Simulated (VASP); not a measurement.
# Pt in VASP: notebook

The runs below take Pt through single point, with PBE.

All numbers are computed with VASP 6.6.1; they aren't measurements. Logs are shortened: lines on timing, memory, paths and dates and some standing lists are left out, and cuts for length are marked.

### 1 The cell of the first run

The typed cell holds 8 atoms: a = 5.474 Å, b = 5.533 Å, c = 5.533 Å, α = 75.81°, β = 60.36°, γ = 60.35°.

### 2 Single point, PBE

Input file INCAR:

```
ALGO = Fast
EDIFF = 1E-6
ENCUT = 520
GGA = PE
ISIF = 2
ISMEAR = 0
LASPH = T
LCHARG = F
LREAL = F
LWAVE = F
NBANDS = 50
NELM = 80
PREC = Accurate
SIGMA = 0.2
```

Input file KPOINTS:

```
k-points
0
Gamma
  6 6 6
```

Input file POSCAR:

```
Pt
1.0
    0.0001746319      0.0002102468      5.4744019992
   -3.4011380028      3.3989896093      2.7371999438
   -3.4014217054     -3.3990638080      2.7370146387
Pt
8
Direct
    0.2500084736      0.9999995384      0.0000042949
    0.2499764794      1.0000016999      0.4999996643
    0.7500244445      0.4999955304      0.9999997521
    0.7499996946      0.5000000820      0.4999962035
    0.2500214444      0.5000015008     -0.0000034681
    0.2499947264      0.5000015969      0.4999943628
    0.7500025026      0.0000004709      0.0000040151
    0.7499722347     -0.0000004192      0.5000051753
```

Potentials or basis: VASP PAW PBE potentials, release 64 (Pt).

On the command line:

```console
cat potpaw_PBE.64/Pt/POTCAR > POTCAR
mpirun -np 1 vasp_std > vasp.out
```

OUTCAR:

```text
EDIFF = 1E-6
   ENCUT = 520
   GGA = PE
   ISIF = 2
   ISMEAR = 0
   LASPH = T
   LREAL = F
   NELM = 80
   PREC = Accurate

 ion  position               nearest neighbor table
   1  0.250  1.000  0.000-   7 2.74   7 2.74   3 2.77   2 2.77   5 2.77   5 2.77   3 2.77   2 2.77
                             8 2.77   8 2.77   6 3.40   6 3.40   4 3.40   4 3.40
   2  0.250  0.000  0.500-   8 2.74   8 2.74   4 2.77   1 2.77   6 2.77   6 2.77   4 2.77   1 2.77
                             7 2.77   7 2.77   5 3.40   5 3.40   3 3.40   3 3.40
   3  0.750  0.500  1.000-   5 2.74   5 2.74   1 2.77   7 2.77   4 2.77   7 2.77   1 2.77   4 2.77
                             6 2.77   6 2.77   8 3.40   8 3.40   2 3.40   2 3.40
   4  0.750  0.500  0.500-   6 2.74   6 2.74   2 2.77   8 2.77   3 2.77   2 2.77   8 2.77   3 2.77
                             5 2.77   5 2.77   7 3.40   7 3.40   1 3.40   1 3.40
   5  0.250  0.500  1.000-   3 2.74   3 2.74   7 2.77   1 2.77   6 2.77   7 2.77   1 2.77   6 2.77
                             4 2.77   4 2.77   2 3.40   2 3.40   8 3.40   8 3.40
   6  0.250  0.500  0.500-   4 2.74   4 2.74   8 2.77   2 2.77   5 2.77   8 2.77   2 2.77   5 2.77
                             3 2.77   3 2.77   1 3.40   1 3.40   7 3.40   7 3.40
   7  0.750  0.000  0.000-   1 2.74   1 2.74   5 2.77   3 2.77   8 2.77   3 2.77   5 2.77   8 2.77
                             2 2.77   2 2.77   4 3.40   4 3.40   6 3.40   6 3.40
   8  0.750  1.000  0.500-   2 2.74   2 2.74   4 2.77   6 2.77   7 2.77   6 2.77   4 2.77   7 2.77
                             1 2.77   1 2.77   3 3.40   3 3.40   5 3.40   5 3.40

  LATTYP: Found a base centered monoclinic cell.
 ALAT       =    34.1332007569
 B/A-ratio  =     0.1992996320
 C/A-ratio  =     0.3775563140
 COS(beta)  =    -0.9964147437

  Lattice vectors:

 A1 = (   3.4013561442,  10.1966967317, -13.6856333320)
 A2 = (  -3.4013781959,  10.1964122862, -13.6858207487)
 A3 = (   0.0000655612,  -6.7976329237,  10.9486186933)

Analysis of symmetry for initial positions (statically):
=====================================================================
 Subroutine PRICEL returns:
 Original cell was already a primitive cell.

 Routine SETGRP: Setting up the symmetry group for a
 base centered monoclinic supercell.

 Subroutine GETGRP returns: Found  1 space group operations
 (whereof  1 operations were pure point group operations)
 out of a pool of  4 trial point group operations.

The static configuration has the point symmetry C_1 .

Analysis of symmetry for dynamics (positions and initial velocities):
=====================================================================
 Subroutine PRICEL returns:
 Original cell was already a primitive cell.

 Routine SETGRP: Setting up the symmetry group for a
 base centered monoclinic supercell.

 Subroutine GETGRP returns: Found  1 space group operations
 (whereof  1 operations were pure point group operations)
 out of a pool of  4 trial point group operations.

The dynamic configuration has the point symmetry C_1 .

 Subroutine INISYM returns: Found  1 space group operations
 (whereof  1 operations are pure point group operations),
 and found     1 'primitive' translations

----------------------------------------------------------------------------------------

                                     Primitive cell

  volume of cell :     126.5828

  direct lattice vectors                    reciprocal lattice vectors
     0.000174632  0.000210247  5.474401999     0.146994682 -0.000011114  0.182663665
    -3.401138003  3.398989609  2.737199944    -0.147005865  0.147107068 -0.000000960
    -3.401421705 -3.399063808  2.737014639    -0.146993563 -0.147094799  0.000010338

  length of vectors
     5.474402006  5.532913664  5.533041977     0.234464179  0.207969261  0.207951888

  position of ions in fractional coordinates (direct lattice)
     0.250008474  0.999999538  0.000004295
     0.249976479  0.000001700  0.499999664
     0.750024444  0.499995530  0.999999752
     0.749999695  0.500000082  0.499996203
     0.250021444  0.500001501  0.999996532
     0.249994726  0.500001597  0.499994363
     0.750002503  0.000000471  0.000004015
     0.749972235  0.999999581  0.500005175

  ion indices of the primitive-cell ions
   primitive index   ion index
                 1           1
                 2           2
                 3           3
                 4           4
                 5           5
                 6           6
                 7           7
                 8           8

----------------------------------------------------------------------------------------

 KPOINTS: k-points

Automatic generation of k-mesh.
 Grid dimensions read from file:
 generate k-points for:    6    6    6

 Generating k-lattice:

  Cartesian coordinates                     Fractional coordinates (reciprocal lattice)
     0.024499114 -0.000001852  0.030443944     0.166666667 -0.000000000 -0.000000000
[... 69 lines left out ...]
   GGA     = PE    functional components
   LHFCALC =     F    Hartree Fock is set to
   AEXX    =    0.0000 exact exchange contribution
   IVDW    =     0    specifies the selected vdW correction
   LEPSILON=     F    determine dielectric tensor
   LRPA    =     F    only Hartree local field effects (RPA)
 non-spin polarized calculation
 RMM-DIIS sequential band-by-band and
 Gauss-broadening in eV      SIGMA  =   0.20
  energy-cutoff  :      520.00
  volume of cell :      126.58
 maximum number of plane-waves:      3427
 NGX is ok and might be reduce to    42

 number of electron      79.9999993 magnetization

 Free energy of the ion-electron system (eV)
  ---------------------------------------------------
  ext. energy  EPLUGINS =         0.00000000
  ---------------------------------------------------
  free energy    TOTEN  =       -48.90105818 eV

  energy without entropy =      -48.72699395  energy(sigma->0) =      -48.81402607

 E-fermi :  10.3521     XC(G=0): -13.1890

 val. band max:       10.3436005131   @ k =   0.5000   0.3333   0.1667
 cond. band min:      10.3602599785   @ k =   0.3333   0.5000   0.1667
 fundamental gap:      0.0166594654
 Fermi energy:        10.3521258769

 k-point     1 :       0.0000    0.0000    0.0000
  band No.  band energies     occupation
      1       0.6778      2.00000
      2       3.2838      2.00000
      3       3.2842      2.00000
      4       3.6854      2.00000
      5       3.6855      2.00000
      6       3.6856      2.00000
[... 42 lines left out ...]
     49      15.7446      0.00000
     50      15.7829      0.00000

 k-point     2 :       0.1667   -0.0000    0.0000
  band No.  band energies     occupation
      1       0.9933      2.00000
      2       3.5311      2.00000
      3       3.5314      2.00000
      4       3.7432      2.00000
      5       3.8636      2.00000
      6       3.8636      2.00000
[... 42 lines left out ...]
     49      15.5751      0.00000
     50      15.7100      0.00000

 k-point     3 :       0.3333   -0.0000   -0.0000
  band No.  band energies     occupation
      1       1.8780      2.00000
      2       3.7217      2.00000
      3       4.2062      2.00000
      4       4.2065      2.00000
      5       4.3524      2.00000
      6       4.3526      2.00000
[... 42 lines left out ...]
     49      16.7292      0.00000
     50      16.7313      0.00000

 k-point     4 :       0.5000   -0.0000    0.0000
  band No.  band energies     occupation
      1       3.0396      2.00000
      2       3.0396      2.00000
      3       4.7880      2.00000
      4       4.7881      2.00000
      5       4.7884      2.00000
      6       4.7884      2.00000
[... 999 lines left out ...]
 k-point    23 :       0.3333   -0.0000    0.1667
  band No.  band energies     occupation
      1       1.6653      2.00000
      2       3.9415      2.00000
      3       3.9425      2.00000
      4       4.0369      2.00000
      5       4.2285      2.00000
      6       4.3064      2.00000
[... 42 lines left out ...]
     49      16.5643      0.00000
     50      16.9725      0.00000

 k-point    24 :       0.5000    0.0000    0.1667
  band No.  band energies     occupation
      1       2.7588      2.00000
      2       3.5800      2.00000
      3       4.2689      2.00000
      4       4.8078      2.00000
      5       4.8748      2.00000
      6       4.9318      2.00000
[... 42 lines left out ...]
     49      16.8460      0.00000
     50      18.0495      0.00000

 [... further k-points ...]

------------------------ aborting loop because EDIFF is reached ----------------------------------------

  FORCE on cell =-STRESS in cart. coord.  units (eV):
  Direction    XX          YY          ZZ          XY          YZ          ZX
  --------------------------------------------------------------------------------------
  -------------------------------------------------------------------------------------
  Total       -0.4676785     -0.4528432     -0.4604496     -0.0094273     -0.0049480     -0.0046135
  in kB       -5.9194754     -5.7317027     -5.8279782     -0.1193232     -0.0626280     -0.0583932
  external PRESSURE =      -5.8263854 kB  Pullay stress =       0.0000000 kB

 VOLUME and BASIS-vectors are now :
 -----------------------------------------------------------------------------
  energy-cutoff  :      520.00
  volume of cell :      126.58
      direct lattice vectors                 reciprocal lattice vectors
     0.000174632  0.000210247  5.474401999     0.146994682 -0.000011114  0.182663665
    -3.401138003  3.398989609  2.737199944    -0.147005865  0.147107068 -0.000000960
    -3.401421705 -3.399063808  2.737014639    -0.146993563 -0.147094799  0.000010338

 POSITION                                       TOTAL-FORCE (eV/Angst)
 -----------------------------------------------------------------------------------
     -3.40111      3.39903      4.10586         0.000110      0.000022     -0.000592
     -1.70067     -1.69947      2.73698        -0.000116     -0.000294      0.000624
     -5.10184     -1.69943      8.21154        -0.000013      0.000210     -0.000640
     -3.40114      0.00013      6.84290        -0.000093     -0.000113     -0.000193
     -5.10194     -1.69950      5.47433         0.000069      0.000087     -0.000514
     -3.40122      0.00004      4.10567        -0.000141     -0.000166      0.000381
      0.00012      0.00015      4.10583         0.000168      0.000047      0.000058
     -5.10173      1.69960      8.21137         0.000014      0.000206      0.000875
 -----------------------------------------------------------------------------------
    total drift:                               -0.000003     -0.000002      0.000001

  FREE ENERGIE OF THE ION-ELECTRON SYSTEM (eV)
  ---------------------------------------------------
  free  energy   TOTEN  =       -48.9010581789 eV

  energy  without entropy=      -48.7269939533  energy(sigma->0) =      -48.81402607
```

It took 13 min on 1 thread of Intel Xeon Platinum 8259CL at 2.50GHz (Skylake/Cascade Lake), shared host; peak memory 0.58 GiB.

What came out:

* Free energy: -48.9011 eV
* Pressure: -0.6 GPa
* Band gap on the k mesh: zero (bands 40 and 41 overlap by 1.69 eV)

Caveat: spin-orbit coupling is left out, which moves the levels of the heavy elements.

### 3 Single point, PBE

This run uses another cell than the first one: it holds 1 atom, not 8.

Input file INCAR:

```
SYSTEM = Pt
PREC     = Accurate       ! precision mode
ENCUT    = 520            ! plane-wave cutoff, eV
EDIFF    = 1E-6           ! SCF threshold, eV
ISMEAR   = 0              ! smearing method
SIGMA    = 0.1            ! smearing width, eV
LREAL    = .FALSE.        ! projectors in reciprocal space
LASPH    = .TRUE.         ! aspherical terms in the spheres
NELM     = 60             ! most SCF steps
ALGO     = Normal         ! electronic algorithm
ISIF     = 2              ! what is computed and relaxed
LWAVE    = .FALSE.        ! write WAVECAR
LCHARG   = .TRUE.         ! write CHGCAR
GGA      = PE             ! functional
LELF     = .TRUE.         ! ELF
LVHAR    = .TRUE.       
NBANDS   = 11             ! bands
```

Input file KPOINTS:

```
regular mesh
0
G
  8 8 8
  0 0 0
```

Input file POSCAR:

```
Pt
1.0
   -1.7003472000      1.7003472000      1.3678842000
    1.7003472000     -1.7003472000      1.3678842000
    1.7003472000      1.7003472000     -1.3678842000
Pt
1
Direct
    0.5000000000      0.5000000000      0.0000000000
```

Potentials or basis: VASP PAW PBE potentials, release 64 (Pt).

On the command line:

```console
cat potpaw_PBE.64/Pt/POTCAR > POTCAR
mpirun -np 1 vasp_std > vasp.out
```

Wall time 6.5 s (1 thread of Intel Xeon Platinum 8488C (Sapphire Rapids), shared host); peak memory 0.14 GiB.

The run converged. Its results:

```yaml
Free_energy: -6.0503 eV
Pressure: 0.5 GPa
Band_gap_on_the_k_mesh: zero (bands 5 and 6 overlap by 1.98 eV)
```

Stress tensor (GPa, compression positive):
```
0.62 0.00 0.00
0.00 0.62 0.00
0.00 0.00 0.40
```

Levels at points of the mesh, in eV from the Fermi level:
| k point | band 2 | band 3 | band 4 | band 5 | band 6 | band 7 | band 8 | band 9 |
| --- | --- | --- | --- | --- | --- | --- | --- | --- |
| (0.00, 0.00, 0.00) | -4.59 | -2.99 | -2.58 | -2.58 | -0.28 | 15.62 | 15.62 | 20.76 |
| (0.50, 0.00, 0.00) | -5.49 | -1.44 | 0.45 | 0.65 | 0.88 | 7.15 | 12.59 | 14.15 |
| (0.50, 0.50, 0.00) | -3.36 | -3.08 | -1.39 | -0.64 | 0.65 | 4.99 | 15.11 | 19.65 |
| (0.50, 0.50, 0.50) | -6.15 | 0.28 | 0.28 | 0.82 | 5.53 | 5.53 | 11.43 | 12.51 |

Caveat: the k points lie up to 0.37 Å⁻¹ apart, too coarse for converged energies and pressures of a metal; spin-orbit coupling is left out, which moves the levels of the heavy elements.

### 4 Single point, PBE

This run uses another cell than the first one: it holds 1 atom, not 8.

Input file INCAR:

```
SYSTEM = Pt
  ALGO = Fast
  EDIFF = 1E-6
  ENCUT = 520
  GGA = PE
  ISIF = 2
  ISMEAR = 0
  LASPH = .True.
  LCHARG = .True.
  LELF = .True.
  LREAL = .False.
  LVHAR = .True.
  LWAVE = .False.
  NBANDS = 11
  NELM = 80
  PREC = Accurate
  SIGMA = 0.1
```

Input file KPOINTS:

```
k-points
0
Gamma
  26 26 26
  0 0 0
```

POSCAR is that of step 3.

On the command line:

```console
cat potpaw_PBE.64/Pt/POTCAR > POTCAR
mpirun -np 1 vasp_std > vasp.out
```

It took 2.7 min on 1 thread of Intel Xeon Platinum 8488C (Sapphire Rapids), shared host; peak memory 0.34 GiB.

The run converged. Its results:

| Item | Value |
| --- | --- |
| Free energy | -6.0945 eV |
| Pressure | -0.5 GPa |
| Band gap on the k mesh | zero (bands 5 and 6 overlap by 2.05 eV) |

Levels at points of the mesh, in eV from the Fermi level:
| k point | band 1 | band 2 | band 3 | band 4 | band 5 | band 6 | band 7 | band 8 | band 9 | band 10 |
| --- | --- | --- | --- | --- | --- | --- | --- | --- | --- | --- |
| (0.00, 0.00, 0.00) | -9.66 | -4.69 | -3.07 | -2.67 | -2.67 | -0.37 | 15.55 | 15.55 | 20.70 | 24.86 |
| (0.50, 0.00, 0.00) | -6.65 | -5.57 | -1.53 | 0.37 | 0.55 | 0.80 | 7.07 | 12.52 | 14.07 | 22.60 |
| (0.50, 0.50, 0.00) | -7.06 | -3.44 | -3.17 | -1.48 | -0.71 | 0.57 | 4.90 | 15.04 | 19.58 | 20.35 |
| (0.50, 0.50, 0.50) | -6.55 | -6.23 | 0.20 | 0.20 | 0.72 | 5.45 | 5.45 | 11.35 | 12.44 | 16.50 |

Caveat: spin-orbit coupling is left out, which moves the levels of the heavy elements.

### 5 Single point, PBE

Input file INCAR:

```
SYSTEM = Pt
PREC = Accurate
ENCUT = 520
EDIFF = 1E-7
ISMEAR = 0
SIGMA = 0.2
LREAL = .False.
LASPH = .True.
NELM = 60
ALGO = Fast
ISIF = 2
LWAVE = .False.
LCHARG = .True.
GGA = PE
LELF = .True.
LVHAR = .True.
NBANDS = 50
```

Input file KPOINTS:

```
Automatic mesh
0
Gamma
  6 6 6
  0 0 0
```

Input file POSCAR:

```
Pt
1.0
    0.0000000000      0.0000000000      5.4715368000
   -3.4006944000      3.4006944000      2.7357684000
   -3.4006944000     -3.4006944000      2.7357684000
Pt
8
Direct
    0.2500000000      1.0000000000      0.0000000000
    0.2500000000      1.0000000000      0.5000000000
    0.7500000000      0.5000000000      1.0000000000
    0.7500000000      0.5000000000      0.5000000000
    0.2500000000      0.5000000000      0.0000000000
    0.2500000000      0.5000000000      0.5000000000
    0.7500000000      0.0000000000      0.0000000000
    0.7500000000      0.0000000000      0.5000000000
```

On the command line:

```console
cat potpaw_PBE.64/Pt/POTCAR > POTCAR
mpirun -np 1 vasp_std > vasp.out
```

It took 4.4 min on 1 thread of Intel Xeon Platinum 8488C (Sapphire Rapids), shared host; peak memory 0.32 GiB.

It converged, with:

```
Free energy            : -48.9011 eV
Pressure               : -0.5 GPa
Band gap on the k mesh : zero (bands 40 and 41 overlap by 1.70 eV)
```

Stress tensor (GPa, compression positive):
```
-0.54  0.00  0.00
 0.00 -0.54  0.00
 0.00  0.00 -0.37
```

Levels at points of the mesh, in eV from the Fermi level:
| k point | band 38 | band 39 | band 40 | band 41 | band 42 | band 43 |
| --- | --- | --- | --- | --- | --- | --- |
| (0.00, 0.00, 0.00) | 0.53 | 0.53 | 0.53 | 0.55 | 0.55 | 0.70 |
| (0.50, 0.00, 0.00) | -1.45 | -1.11 | -1.11 | 0.51 | 0.51 | 2.30 |
| (0.00, 0.50, 0.00) | 0.36 | 0.40 | 0.40 | 0.40 | 0.40 | 3.05 |
| (0.00, 0.50, 0.50) | -1.23 | -1.16 | -1.16 | -1.16 | -1.16 | -0.61 |

Caveat: spin-orbit coupling is left out, which moves the levels of the heavy elements.

### 6 The runs side by side

| cell | k mesh | smearing | gap on the mesh (eV) | pressure (GPa) |
| --- | --- | --- | --- | --- |
| a = 5.474, b = 5.533, c = 5.533 Å, angles 75.8, 60.4, 60.3°, 8 atoms, atomic positions A | 6 × 6 × 6 | gaussian 0.2 eV | none | -0.6 |
| a = 2.766 Å, angles 104.2, 104.2, 120.7°, 1 atom, atomic positions B | 8 × 8 × 8 | gaussian 0.1 eV | none | 0.5 |
| a = 2.766 Å, angles 104.2, 104.2, 120.7°, 1 atom, atomic positions B | 26 × 26 × 26 | gaussian 0.1 eV | none | -0.5 |
| a = 5.472, b = 5.533, c = 5.533 Å, angles 75.8, 60.4, 60.4°, 8 atoms, atomic positions A | 6 × 6 × 6 | gaussian 0.2 eV | none | -0.5 |

Alike in all rows: task single point; level PBE; potentials or basis VASP PAW PBE potentials, release 64 (Pt); no spin polarisation; cutoff (eV) 520.

Caveats: some runs use coarse meshes; spin-orbit coupling is left out, which moves the levels of the heavy elements.

Absolute energies hang on the potentials; compare differences alone.
